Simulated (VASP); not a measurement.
# Si2Mo (I4/mmm) in VASP: further runs

Aim: see how the results for Si2Mo move with the level of theory and the settings. Levels: BLYP, revPBE, RPBE. Tasks: single point, relaxation of cell and atoms.

Program: VASP 6.6.1. These are calculated values, not measurements. Logs are shortened: lines on timing, memory, paths and dates and some standing lists are left out, and cuts for length are marked.

## Step 1: The cell of the first run

Symmetry: I4/mmm, No. 139, tetragonal system. The conventional cell has a = 3.200 Å, b = 3.200 Å, c = 7.861 Å, α = 90.00°, β = 90.00°, γ = 90.00°. Mo (site symmetry 4/mmm) has 10 Si at 2.62 Å and 4 Mo at 3.20 Å within 3.5 Å. Within 3.4 Å of Si (site symmetry 4mm) lie 9 Si at 2.61 to 3.20 Å and 5 Mo at 2.62 Å.

## Step 2: Single point, BLYP

Input file INCAR:

```
SYSTEM = Si2Mo
AGGAC = 1.0
AGGAX = 1.0
ALDAC = 0.0
ALDAX = 1.0
ALGO = Normal
EDIFF = 1E-7
ENCUT = 520
GGA = B5
ISIF = 2
ISMEAR = -1
LASPH = .TRUE.
LCHARG = .FALSE.
LREAL = .FALSE.
LWAVE = .FALSE.
NBANDS = 18
NELM = 80
PREC = Accurate
SIGMA = 0.05
```

Input file KPOINTS:

```
k-points
0
G
  12 12 12
  0 0 0
```

Input file POSCAR:

```
Si2Mo
1.0
   -1.6000000000      1.6000000000      3.9305000000
    1.6000000000     -1.6000000000      3.9305000000
    1.6000000000      1.6000000000     -3.9305000000
Mo Si
1 2
Direct
    0.0000000000      0.0000000000      0.0000000000
    0.6670000000      0.6670000000      0.0000000000
    0.3330000000      0.3330000000      0.0000000000
```

Potentials or basis: VASP PAW PBE potentials, release 64 (Mo_sv, Si).

The run is started by

```console
$ cat potpaw_PBE.64/Mo_sv/POTCAR potpaw_PBE.64/Si/POTCAR > POTCAR
$ mpirun -np 1 vasp_std > vasp.out
```

OUTCAR:

```text
SYSTEM = Si2Mo
   EDIFF = 1E-7
   ENCUT = 520
   GGA = B5
   ISIF = 2
   ISMEAR = -1
   LASPH = .TRUE.
   LREAL = .FALSE.
   NELM = 80
   PREC = Accurate

 ion  position               nearest neighbor table
   1  0.000  0.000  0.000-   2 2.62   3 2.62   2 2.62   3 2.62   2 2.62   3 2.62   3 2.62   2 2.62
                             2 2.62   3 2.62
   2  0.667  0.667  0.000-   3 2.61   3 2.61   3 2.61   3 2.61   1 2.62   1 2.62   1 2.62   1 2.62
                             1 2.62   3 2.63
   3  0.333  0.333  0.000-   2 2.61   2 2.61   2 2.61   2 2.61   1 2.62   1 2.62   1 2.62   1 2.62
                             1 2.62   2 2.63

  LATTYP: Found a body centered tetragonal cell.
 ALAT       =     3.2000000000
 C/A-ratio  =     2.4565625000

  Lattice vectors:

 A1 = (  -1.6000000000,   1.6000000000,   3.9305000000)
 A2 = (   1.6000000000,  -1.6000000000,   3.9305000000)
 A3 = (   1.6000000000,   1.6000000000,  -3.9305000000)

Analysis of symmetry for initial positions (statically):
=====================================================================
 Subroutine PRICEL returns:
 Original cell was already a primitive cell.

 Routine SETGRP: Setting up the symmetry group for a
 body centered tetragonal supercell.

 Subroutine GETGRP returns: Found 16 space group operations
 (whereof 16 operations were pure point group operations)
 out of a pool of 16 trial point group operations.

The static configuration has the point symmetry D_4h.

Analysis of symmetry for dynamics (positions and initial velocities):
=====================================================================
 Subroutine PRICEL returns:
 Original cell was already a primitive cell.

 Routine SETGRP: Setting up the symmetry group for a
 body centered tetragonal supercell.

 Subroutine GETGRP returns: Found 16 space group operations
 (whereof 16 operations were pure point group operations)
 out of a pool of 16 trial point group operations.

The dynamic configuration has the point symmetry D_4h.

 Subroutine INISYM returns: Found 16 space group operations
 (whereof 16 operations are pure point group operations),
 and found     1 'primitive' translations

----------------------------------------------------------------------------------------

                                     Primitive cell

  volume of cell :      40.2483

  direct lattice vectors                    reciprocal lattice vectors
    -1.600000000  1.600000000  3.930500000     0.000000000  0.312500000  0.127210279
     1.600000000 -1.600000000  3.930500000     0.312500000  0.000000000  0.127210279
     1.600000000  1.600000000 -3.930500000     0.312500000  0.312500000  0.000000000

  length of vectors
     4.535287229  4.535287229  4.535287229     0.337399918  0.337399918  0.441941738

  position of ions in fractional coordinates (direct lattice)
     0.000000000  0.000000000  0.000000000
     0.667000000  0.667000000  0.000000000
     0.333000000  0.333000000  0.000000000

  ion indices of the primitive-cell ions
   primitive index   ion index
                 1           1
                 2           2
                 3           3

----------------------------------------------------------------------------------------

 KPOINTS: k-points

Automatic generation of k-mesh.
 Grid dimensions read from file:
 generate k-points for:   12   12   12

 Generating k-lattice:

  Cartesian coordinates                     Fractional coordinates (reciprocal lattice)
     0.000000000  0.026041667  0.010600857     0.083333333  0.000000000 -0.000000000
     0.026041667  0.000000000  0.010600857     0.000000000  0.083333333 -0.000000000
     0.026041667  0.026041667  0.000000000     0.000000000  0.000000000  0.083333333

  Length of vectors
     0.028116660  0.028116660  0.036828478

  Shift w.r.t. Gamma in fractional coordinates (k-lattice)
     0.000000000  0.000000000  0.000000000

 Subroutine IBZKPT returns following result:
 ===========================================

 Found    163 irreducible k-points:

 Following reciprocal coordinates:
            Coordinates               Weight
  0.000000  0.000000  0.000000      1.000000
  0.083333 -0.000000  0.000000      8.000000
  0.166667 -0.000000  0.000000      8.000000
  0.250000 -0.000000  0.000000      8.000000
  0.333333 -0.000000  0.000000      8.000000
  0.416667  0.000000  0.000000      8.000000
[... 16 lines left out ...]
  0.500000  0.166667  0.000000     16.000000
 -0.416667  0.166667  0.000000     16.000000
 [... further k-points ...]
   k-points           NKPTS =    163   k-points in BZ     NKDIM =    163   number of bands    NBANDS=     18
   number of dos      NEDOS =    301   number of ions     NIONS =      3
   total plane-waves  NPLWV =  46656
   dimension x,y,z NGX =    36 NGY =   36 NGZ =   36
   dimension x,y,z NGXF=    72 NGYF=   72 NGZF=   72
   ions per type =               1   2
   NGX,Y,Z   is equivalent  to a cutoff of  13.20, 13.20, 13.20 a.u.
   NGXF,Y,Z  is equivalent  to a cutoff of  26.39, 26.39, 26.39 a.u.
 SYSTEM =  Si2Mo
   PREC   = accura    normal or accurate (medium, high low for compatibility)
   ISTART =      0    job   : 0-new  1-cont  2-samecut
   ICHARG =      2    charge: 1-file 2-atom 10-const
   ISPIN  =      1    spin polarized calculation?
   LNONCOLLINEAR =      F non collinear calculations
   LSORBIT =      F    spin-orbit coupling
   LASPH  =      T    aspherical Exc in radial PAW
   ENCUT  =  520.0 eV  38.22 Ry    6.18 a.u.   8.43  8.43  8.43*2*pi/ulx,y,z
   NELM   =     80;   NELMIN=  2; NELMDL= -5     # of ELM steps
   EDIFF  = 0.1E-06   stopping-criterion for ELM
   LREAL  =      F    real-space projection
   EDIFFG = 0.1E-05   stopping-criterion for IOM
   NSW    =      0    number of steps for IOM
   IBRION =     -1    ionic relax: 0-MD 1-quasi-New 2-CG
   NFREE  =      0    steps in history (QN), initial steepest desc. (CG)
   ISIF   =      2    stress and relaxation
   ISYM   =      2    0-nonsym 1-usesym 2-fastsym
   POTIM  = 0.5000    time-step for ionic-motion
   TEBEG  =    0.0;   TEEND  =   0.0 temperature during run
   PSTRESS=    0.0 pullay stress
   NELECT =      22.0000    total number of electrons
   NUPDOWN=      -1.0000    fix difference up-down
   EMIN   =  10.00;   EMAX   =-10.00  energy-range for DOS
   EFERMI =   0.00;   METHOD = LEGACY
   ISMEAR =    -1;   SIGMA  =   0.05  broadening in eV -4-tet -1-fermi 0-gaus
   EFERMI_NEDOS =   21; number of points for ismear=-14 and -15
   IALGO  =     38    algorithm
   IMIX   =      4    mixing-type and parameters
     AMIX     =   0.40;   BMIX     =  1.00
     AMIX_MAG =   1.60;   BMIX_MAG =  1.00
  volume/ion in A,a.u.               =      13.42        90.54
  Fermi-wavevector in a.u.,A,eV,Ry     =   1.338546  2.529484 24.377614  1.791704
  Thomas-Fermi vector in A             =   2.467007
   LORBIT       =      0    0 simple, 1 ext, 2 COOP (PROOUT), +10 PAW based schemes
   GGA     = B5    functional components
   LHFCALC =     F    Hartree Fock is set to
   AEXX    =    0.0000 exact exchange contribution
   IVDW    =     0    specifies the selected vdW correction
   LEPSILON=     F    determine dielectric tensor
   LRPA    =     F    only Hartree local field effects (RPA)
 non-spin polarized calculation
  energy-cutoff  :      520.00
  volume of cell :       40.25
 maximum number of plane-waves:      1112
 NGX is ok and might be reduce to    36
   NGX = 17   NGY = 17   NGZ = 17

 number of electron      22.0000000 magnetization

 Free energy of the ion-electron system (eV)
  ---------------------------------------------------
  ext. energy  EPLUGINS =         0.00000000
  ---------------------------------------------------
  free energy    TOTEN  =       -19.23743599 eV

  energy without entropy =      -19.23504028  energy(sigma->0) =      -19.23623814

 E-fermi :  12.7441     XC(G=0): -11.7865

 val. band max:       12.6794063198   @ k =  -0.4167   0.5000   0.3333
 cond. band min:      12.7718539720   @ k =   0.0833  -0.0000   0.0000
 fundamental gap:      0.0924476522
 Fermi energy:        12.7440831963

 k-point     1 :       0.0000    0.0000    0.0000
  band No.  band energies     occupation
      1     -47.8047      2.00000
      2     -22.0969      2.00000
      3     -21.9950      2.00000
      4     -21.9950      2.00000
      5      -0.6153      2.00000
      6       6.5260      2.00000
[... 10 lines left out ...]
     17      17.7076      0.00000
     18      17.7076      0.00000

 k-point     2 :       0.0833   -0.0000    0.0000
  band No.  band energies     occupation
      1     -47.8035      2.00000
      2     -22.0956      2.00000
      3     -22.0123      2.00000
      4     -21.9934      2.00000
      5      -0.4901      2.00000
      6       6.5262      2.00000
[... 10 lines left out ...]
     17      17.8460      0.00000
     18      18.4928      0.00000

 k-point     3 :       0.1667   -0.0000    0.0000
  band No.  band energies     occupation
      1     -47.8001      2.00000
      2     -22.0921      2.00000
      3     -22.0592      2.00000
      4     -21.9890      2.00000
      5      -0.1210      2.00000
      6       6.4515      2.00000
[... 10 lines left out ...]
     17      18.5781      0.00000
     18      20.0121      0.00000

 k-point     4 :       0.2500   -0.0000    0.0000
  band No.  band energies     occupation
      1     -47.7954      2.00000
      2     -22.1231      2.00000
      3     -22.0870      2.00000
      4     -21.9830      2.00000
      5       0.4730      2.00000
      6       6.0558      2.00000
[... 375 lines left out ...]
      4     -22.0332      2.00000
      5       2.7689      2.00000
      6       4.2618      2.00000
[... 10 lines left out ...]
     17      20.1476      0.00000
     18      21.6730      0.00000

 k-point    23 :       0.5000    0.1667    0.0000
  band No.  band energies     occupation
      1     -47.7817      2.00000
      2     -22.2383      2.00000
      3     -22.0703      2.00000
      4     -22.0312      2.00000
      5       3.2637      2.00000
      6       3.7676      2.00000
[... 10 lines left out ...]
     17      20.2596      0.00000
     18      21.6070      0.00000

 k-point    24 :      -0.4167    0.1667    0.0000
  band No.  band energies     occupation
      1     -47.7829      2.00000
      2     -22.2218      2.00000
      3     -22.0705      2.00000
      4     -22.0330      2.00000
      5       2.3000      2.00000
      6       4.7854      2.00000
[... 10 lines left out ...]
     17      20.0827      0.00000
     18      20.9126      0.00000

 [... further k-points ...]
[... 5 lines left out ...]
  --------------------------------------------------------------------------------------
  -------------------------------------------------------------------------------------
  Total        3.2698693      3.2698693      2.6433900      0.0000000      0.0000000      0.0000000
  in kB      130.1646981    130.1646981    105.2262454      0.0000000      0.0000000      0.0000000
  external PRESSURE =     121.8518806 kB  Pullay stress =       0.0000000 kB

 VOLUME and BASIS-vectors are now :
 -----------------------------------------------------------------------------
  energy-cutoff  :      520.00
  volume of cell :       40.25
      direct lattice vectors                 reciprocal lattice vectors
    -1.600000000  1.600000000  3.930500000     0.000000000  0.312500000  0.127210279
     1.600000000 -1.600000000  3.930500000     0.312500000  0.000000000  0.127210279
     1.600000000  1.600000000 -3.930500000     0.312500000  0.312500000  0.000000000

 POSITION                                       TOTAL-FORCE (eV/Angst)
 -----------------------------------------------------------------------------------
      0.00000      0.00000      0.00000        -0.000000     -0.000000      0.000000
      0.00000      0.00000      5.24329         0.000000      0.000000     -0.316624
      0.00000      0.00000      2.61771         0.000000      0.000000      0.316624
 -----------------------------------------------------------------------------------
    total drift:                                0.000000      0.000000     -0.000000

  FREE ENERGIE OF THE ION-ELECTRON SYSTEM (eV)
  ---------------------------------------------------
  free  energy   TOTEN  =       -19.2374359900 eV

  energy  without entropy=      -19.2350402838  energy(sigma->0) =      -19.23623814
```

Wall time 84 s (1 thread of Intel Xeon 6975P-C (Granite Rapids), shared host); peak memory 0.28 GiB.

Results:

```
Free energy            : -19.2374 eV
Pressure               : 12.2 GPa
Largest force          : 0.317 eV/Å
Band gap on the k mesh : zero (band 11 reaches 13.23 eV, above the bottom of band 12 at 12.22 eV)
```

Forces on the atoms (eV/Å):
```
Mo   0.000  0.000  0.000
Si   0.000  0.000 -0.317
Si   0.000  0.000  0.317
```

Caveat: the PAW data sets were made with another functional, which shifts forces and pressure a little.

(Continued in part 2 of 2.)
